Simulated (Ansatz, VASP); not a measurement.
## One calculation of Mo, two programs

```xyz
1
Lattice="-1.5803 1.5803 1.5803 1.5803 -1.5803 1.5803 1.5803 1.5803 -1.5803" Properties=species:S:1:pos:R:3 pbc="T T T"
Mo    0.0000    0.0000    0.0000
```

Alike in both runs: functional PBE; k mesh 18 × 18 × 18; occupations gaussian, width 0.1 eV; no spin polarisation.

Ansatz relaxed the structure, and its values are those at the end. VASP's run is a single point on that final structure, the one shown.

```csv
,VASP,Ansatz
version,VASP 6.6.1,Ansatz 0.2.0
potentials or method,"VASP PAW PBE potentials, release 64 (Mo_sv), cutoff 520 eV","scalar-relativistic, plane waves, PAW"
valence electrons in the cell,14,14
```

Ansatz gave:

```
gap on the k mesh at the Fermi level (eV) : none
pressure (GPa)                            : 0.0
```

Estimate VASP's values.

gap on the k mesh at the Fermi level (eV): none; pressure (GPa): 0.5.

A gap of «none» marks a metal or a gap that the smearing closes. The functional is the same, so the differences come from potentials, cutoffs and numerics.
